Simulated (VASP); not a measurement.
# K3In3Si2Au in VASP: further runs

K3In3Si2Au is run at these levels: PBE, PBEsol; tasks: single point.

Program: VASP 6.6.1. These are calculated values, not measurements. Logs are shortened: lines on timing, memory, paths and dates and some standing lists are left out, and cuts for length are marked.

## (1) The cell of the first run

The typed cell holds 9 atoms: a = 7.870 Å, b = 7.870 Å, c = 4.756 Å, α = 90.00°, β = 90.00°, γ = 120.00°.

## (2) Single point, PBE

The input, INCAR:

```
SYSTEM = K3In3Si2Au
PREC = Accurate ; ENCUT = 520
EDIFF = 1E-7 ; ISMEAR = 1
SIGMA = 0.0209 ; LREAL = .False.
LASPH = .True. ; NELM = 60
ALGO = Normal ; ISIF = 2
LWAVE = .False. ; LCHARG = .False.
GGA = PE ; NBANDS = 52
```

The input, KPOINTS:

```
regular mesh
0
Gamma
  3 3 4
  0 0 0
```

The input, POSCAR:

```
K3In3Si2Au
1.0
    7.8696250000      0.0000000000      0.0000000000
   -3.9348120000      6.8153000000      0.0000000000
    0.0000000000      0.0000000000      4.7560060000
K Au In Si
3 1 3 2
Direct
    0.4197000000      0.0000000000      0.5000000000
    0.5803000000      0.5803000000      0.5000000000
    0.0000000000      0.4197000000      0.5000000000
    0.0000000000      0.0000000000      0.5000000000
    0.7512000000      0.0000000000      0.0000000000
    0.2488000000      0.2488000000      0.0000000000
    0.0000000000      0.7512000000      0.0000000000
    0.3333000000      0.6667000000      0.0000000000
    0.6667000000      0.3333000000      0.0000000000
```

Potentials or basis: VASP PAW PBE potentials, release 64 (K_sv, Au, In_d, Si).

Started as:

```console
$ cat potpaw_PBE.64/K_sv/POTCAR potpaw_PBE.64/Au/POTCAR potpaw_PBE.64/In_d/POTCAR potpaw_PBE.64/Si/POTCAR > POTCAR
$ mpirun -np 1 vasp_std > vasp.out
```

OUTCAR:

```text
SYSTEM = K3In3Si2Au
   PREC = Accurate
   ENCUT = 520
   EDIFF = 1E-7
   ISMEAR = 1
   LREAL = .False.
   LASPH = .True.
   NELM = 60
   ISIF = 2
   GGA = PE

 ion  position               nearest neighbor table
   1  0.420  0.000  0.500-   4 3.30   8 3.35   8 3.35   9 3.35   9 3.35   5 3.53   5 3.53   6 3.73
                             6 3.73   7 3.73   7 3.73
   2  0.580  0.580  0.500-   4 3.30   8 3.35   8 3.35   9 3.35   9 3.35   6 3.53   6 3.53   7 3.73
                             7 3.73   5 3.73   5 3.73
   3  0.000  0.420  0.500-   4 3.30   9 3.35   9 3.35   8 3.35   8 3.35   7 3.53   7 3.53   6 3.73
                             6 3.73   5 3.73   5 3.73
   4  0.000  0.000  0.500-   5 3.08   5 3.08   7 3.08   7 3.08   6 3.08   6 3.08   1 3.30   3 3.30
                             2 3.30
   5  0.751  0.000  0.000-   9 3.01   8 3.01   4 3.08   4 3.08   7 3.39   6 3.39   1 3.53   1 3.53
                             2 3.73   2 3.73   3 3.73   3 3.73
   6  0.249  0.249  0.000-   9 3.01   8 3.01   4 3.08   4 3.08   5 3.39   7 3.39   2 3.53   2 3.53
                             3 3.73   3 3.73   1 3.73   1 3.73
   7  0.000  0.751  0.000-   8 3.01   9 3.01   4 3.08   4 3.08   5 3.39   6 3.39   3 3.53   3 3.53
                             2 3.73   2 3.73   1 3.73   1 3.73
   8  0.333  0.667  0.000-   7 3.01   5 3.01   6 3.01   1 3.35   1 3.35   3 3.35   3 3.35   2 3.35
                             2 3.35
   9  0.667  0.333  0.000-   5 3.01   7 3.01   6 3.01   3 3.35   3 3.35   1 3.35   1 3.35   2 3.35
                             2 3.35

  LATTYP: Found a hexagonal cell.
 ALAT       =     7.8696250000
 C/A-ratio  =     0.6043497625

  Lattice vectors:

 A1 = (   7.8696250000,   0.0000000000,   0.0000000000)
 A2 = (  -3.9348120000,   6.8153000000,   0.0000000000)
 A3 = (   0.0000000000,   0.0000000000,   4.7560060000)

Analysis of symmetry for initial positions (statically):
=====================================================================
 Subroutine PRICEL returns:
 Original cell was already a primitive cell.

 Routine SETGRP: Setting up the symmetry group for a
 hexagonal supercell.

 Subroutine GETGRP returns: Found  4 space group operations
 (whereof  4 operations were pure point group operations)
 out of a pool of 24 trial point group operations.

The static configuration has the point symmetry C_2v.

Analysis of symmetry for dynamics (positions and initial velocities):
=====================================================================
 Subroutine PRICEL returns:
 Original cell was already a primitive cell.

[... 116 lines left out ...]
   POTIM  = 0.5000    time-step for ionic-motion
   TEBEG  =    0.0;   TEEND  =   0.0 temperature during run
   PSTRESS=    0.0 pullay stress
   NELECT =      85.0000    total number of electrons
   NUPDOWN=      -1.0000    fix difference up-down
   EMIN   =  10.00;   EMAX   =-10.00  energy-range for DOS
   EFERMI =   0.00;   METHOD = LEGACY
   ISMEAR =     1;   SIGMA  =   0.02  broadening in eV -4-tet -1-fermi 0-gaus
   EFERMI_NEDOS =   21; number of points for ismear=-14 and -15
   IALGO  =     38    algorithm
   IMIX   =      4    mixing-type and parameters
     AMIX     =   0.40;   BMIX     =  1.00
     AMIX_MAG =   1.60;   BMIX_MAG =  1.00
  volume/ion in A,a.u.               =      28.34       191.26
  Fermi-wavevector in a.u.,A,eV,Ry     =   1.134978  2.144797 17.526677  1.288174
  Thomas-Fermi vector in A             =   2.271682
   LORBIT       =      0    0 simple, 1 ext, 2 COOP (PROOUT), +10 PAW based schemes
   GGA     = PE    functional components
   LHFCALC =     F    Hartree Fock is set to
   AEXX    =    0.0000 exact exchange contribution
   IVDW    =     0    specifies the selected vdW correction
   LEPSILON=     F    determine dielectric tensor
   LRPA    =     F    only Hartree local field effects (RPA)
 non-spin polarized calculation
 Methfessel and Paxton  Order N= 1 SIGMA  =   0.02
  energy-cutoff  :      520.00
  volume of cell :      255.08
 maximum number of plane-waves:      6894
 NGX is ok and might be reduce to    60
   NGX = 29   NGY = 29   NGZ = 17

 number of electron      85.0000013 magnetization

 Free energy of the ion-electron system (eV)
  ---------------------------------------------------
  ext. energy  EPLUGINS =         0.00000000
  ---------------------------------------------------
  free energy    TOTEN  =       -24.20841228 eV

  energy without entropy =      -24.20684365  energy(sigma->0) =      -24.20788940

 E-fermi :   3.8087     XC(G=0):  -9.0253

 val. band max:        3.7346467902   @ k =  -0.3333   0.3333   0.0000
 cond. band min:       3.8110138453   @ k =   0.0000   0.0000   0.5000
 fundamental gap:      0.0763670551
 Fermi energy:         3.8087451346

 k-point     1 :       0.0000    0.0000    0.0000
  band No.  band energies     occupation
      1     -26.3827      2.00000
      2     -26.3684      2.00000
      3     -26.3681      2.00000
      4     -10.6568      2.00000
      5     -10.6303      2.00000
      6     -10.6300      2.00000
[... 649 lines left out ...]
     51       8.3854      0.00000
     52       8.6707      0.00000

------------------------ aborting loop because EDIFF is reached ----------------------------------------

  FORCE on cell =-STRESS in cart. coord.  units (eV):
  Direction    XX          YY          ZZ          XY          YZ          ZX
  --------------------------------------------------------------------------------------
  -------------------------------------------------------------------------------------
  Total       -2.0731642     -2.0692292      2.5295808      0.0034102      0.0000000      0.0000000
  in kB      -13.0215555    -12.9968398     15.8883106      0.0214194      0.0000000      0.0000000
  external PRESSURE =      -3.3766949 kB  Pullay stress =       0.0000000 kB

 VOLUME and BASIS-vectors are now :
 -----------------------------------------------------------------------------
  energy-cutoff  :      520.00
  volume of cell :      255.08
      direct lattice vectors                 reciprocal lattice vectors
     7.869625000  0.000000000  0.000000000     0.127070858  0.073364333  0.000000000
    -3.934812000  6.815300000  0.000000000     0.000000000  0.146728684  0.000000000
     0.000000000  0.000000000  4.756006000     0.000000000  0.000000000  0.210260458

 POSITION                                       TOTAL-FORCE (eV/Angst)
 -----------------------------------------------------------------------------------
      3.30288      0.00000      2.37800        -0.051834      0.000207      0.000000
      2.28337      3.95492      2.37800         0.025694      0.044503      0.000000
     -1.65144      2.86038      2.37800         0.026096     -0.044786      0.000000
      0.00000      0.00000      2.37800         0.000032      0.000055      0.000000
      5.91166      0.00000      0.00000        -0.143838     -0.000203      0.000000
      0.97898      1.69565      0.00000         0.071832      0.124416      0.000000
     -2.95583      5.11965      0.00000         0.071743     -0.124669      0.000000
     -0.00039      4.54376      0.00000         0.001012     -0.000267      0.000000
      3.93521      2.27154      0.00000        -0.000737      0.000743      0.000000
 -----------------------------------------------------------------------------------
    total drift:                               -0.000024     -0.000009      0.000000

  FREE ENERGIE OF THE ION-ELECTRON SYSTEM (eV)
  ---------------------------------------------------
  free  energy   TOTEN  =       -24.2084122770 eV

  energy  without entropy=      -24.2068436467  energy(sigma->0) =      -24.20788940
```

OSZICAR:

```text
N       E                     dE             d eps       ncg     rms          rms(c)
DAV:   1     0.867298021516E+03    0.86730E+03   -0.37608E+04  1248   0.173E+03
DAV:   2     0.925014178776E+02   -0.77480E+03   -0.74924E+03  1264   0.474E+02
DAV:   3    -0.187286579050E+02   -0.11123E+03   -0.10790E+03  1608   0.191E+02
DAV:   4    -0.251408868927E+02   -0.64122E+01   -0.63420E+01  1680   0.445E+01
DAV:   5    -0.257515180221E+02   -0.61063E+00   -0.60963E+00  2264   0.999E+00    0.118E+01
DAV:   6    -0.243641683001E+02    0.13873E+01   -0.96282E+00  1484   0.224E+01    0.760E+00
DAV:   7    -0.242147142862E+02    0.14945E+00   -0.14812E+00  1368   0.508E+00    0.495E+00
DAV:   8    -0.242264091366E+02   -0.11695E-01   -0.31396E-01  1640   0.232E+00    0.105E+00
DAV:   9    -0.242068755560E+02    0.19534E-01   -0.10250E-01  1624   0.134E+00    0.452E-01
DAV:  10    -0.242083445182E+02   -0.14690E-02   -0.14199E-02  1784   0.448E-01    0.268E-01
DAV:  11    -0.242084365852E+02   -0.92067E-04   -0.15435E-03  1700   0.183E-01    0.876E-02
DAV:  12    -0.242084076989E+02    0.28886E-04   -0.23013E-04  1832   0.629E-02    0.295E-02
DAV:  13    -0.242084133601E+02   -0.56611E-05   -0.48356E-05  1700   0.312E-02    0.920E-03
DAV:  14    -0.242084126287E+02    0.73141E-06   -0.81484E-06  1552   0.133E-02    0.479E-03
DAV:  15    -0.242084123536E+02    0.27509E-06   -0.12484E-06  1352   0.591E-03    0.149E-03
DAV:  16    -0.242084122770E+02    0.76556E-07   -0.18988E-07  1080   0.269E-03
   1 F= -.24208412E+02 E0= -.24207889E+02  d E =-.156863E-02
```

Run time: 5.8 min. Hardware: 1 thread of Intel Xeon 8259CL, shared host; peak memory 0.44 GiB.

Results:

| Property | Result |
| --- | --- |
| Free energy | -24.2084 eV |
| Pressure | -0.3 GPa |
| Largest force | 0.144 eV/Å |
| Band gap on the k mesh | zero (an odd number of electrons rules out a gap without spin polarisation) |

Forces in eV/Å, atoms in the order of the input:
```
K   -0.052  0.000  0.000
K    0.026  0.045  0.000
K    0.026 -0.045  0.000
Au   0.000  0.000  0.000
In  -0.144  0.000  0.000
In   0.072  0.124  0.000
In   0.072 -0.125  0.000
Si   0.001  0.000  0.000
Si  -0.001  0.001  0.000
```

Stress tensor (GPa, compression positive):
```
-1.30  0.00  0.00
 0.00 -1.30  0.00
 0.00  0.00  1.59
```

Caveat: spin-orbit coupling is left out, which moves the levels of the heavy elements.

[end of part 1 of 2]

The gap in the log of VASP goes by the Fermi energy; the results here count the filled bands.